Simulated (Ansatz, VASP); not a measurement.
# Ge: VASP beside Ansatz

File INCAR:

```
SYSTEM = Ge
PREC     = Accurate       ! precision mode
ENCUT    = 500            ! plane-wave cutoff, eV
EDIFF    = 1E-7           ! SCF threshold, eV
ISMEAR   = 0              ! smearing method
SIGMA    = 0.1            ! smearing width, eV
LREAL    = .FALSE.        ! projectors in reciprocal space
LASPH    = .TRUE.         ! aspherical terms in the spheres
NELM     = 120            ! most SCF steps
ALGO     = Normal         ! electronic algorithm
ISIF     = 3              ! what is computed and relaxed
LWAVE    = .FALSE.        ! write WAVECAR
LCHARG   = .FALSE.        ! write CHGCAR
GGA      = PE             ! functional
IBRION   = 2              ! ionic algorithm
NSW      = 90             ! ionic steps
EDIFFG   = -0.04          ! ionic threshold
GGA_COMPAT= .FALSE.      
NELMIN   = 4
```

Contents of KPOINTS:

```
regular mesh
0
G
  4 4 2
  0 0 0
```

POSCAR

```
Ge
1.0
    3.0233993900     -3.0587661700      0.0000000000
    3.0233993900      3.0587661700      0.0000000000
    0.0000000000      0.0000000000      8.7742586500
Ge
8
Direct
    0.7547179300      0.6304504600      0.8697669100
    0.3695495400      0.2452820700      0.1302330900
    0.8695495400      0.7452820700      0.3697669100
    0.2547179300      0.1304504600      0.6302330900
    0.1304504600      0.2547179300      0.3697669100
    0.7452820700      0.8695495400      0.6302330900
    0.2452820700      0.3695495400      0.8697669100
    0.6304504600      0.7547179300      0.1302330900
```

Input for Ansatz:

```yaml
crystal:
  lattice:
    - [3.02339939, -3.05876617, 0.0]
    - [3.02339939, 3.05876617, 0.0]
    - [0.0, 0.0, 8.77425865]
  atoms:
    - { symbol: Ge, position: [0.75471793, 0.63045046, 0.86976691] }
    - { symbol: Ge, position: [0.36954954, 0.24528207, 0.13023309] }
    - { symbol: Ge, position: [0.86954954, 0.74528207, 0.36976691] }
    - { symbol: Ge, position: [0.25471793, 0.13045046, 0.63023309] }
    - { symbol: Ge, position: [0.13045046, 0.25471793, 0.36976691] }
    - { symbol: Ge, position: [0.74528207, 0.86954954, 0.63023309] }
    - { symbol: Ge, position: [0.24528207, 0.36954954, 0.86976691] }
    - { symbol: Ge, position: [0.63045046, 0.75471793, 0.13023309] }
basis:
  ecutwfc: 420
kpoints:
  mp_grid: { grid: [4, 4, 2] }
hamiltonian:
  xc: pbe
scf:
  occupations: { method: gaussian, width: 0.1 }
  lower_state_search: "off"
output:
  forces: true
  stress: true
  eigenvalues: true
relax:
  adjacent_minimum: "off"
  f_tol: 0.04
  max_steps: 70
  cell: { stress_tol: 0.4 }
```

Alike in both runs: task relaxation of cell and atoms; functional PBE; k mesh 4 × 4 × 2; occupations gaussian, width 0.1 eV; no spin polarisation.

|  | VASP | Ansatz |
| --- | --- | --- |
| version | VASP 6.6.1 | Ansatz 0.2.0 |
| potentials or method | VASP PAW PBE potentials, release 64 (Ge_d), cutoff 500 eV | scalar-relativistic, plane waves, PAW |
| valence electrons in the cell | 112 | 112 |

```csv
,VASP,Ansatz,Ansatz less VASP
"gap on the k mesh at the Fermi level, each at its own relaxed structure (eV)",none,none,-
relaxed volume (Å³/atom),22.76,22.96,+0.209
relaxed cell length with the largest relative difference (Å),4.351,4.376,+0.0255
```

A gap of «none» marks a metal or a gap that the smearing closes.

The k mesh is coarse, so the values compare programs but aren't converged.
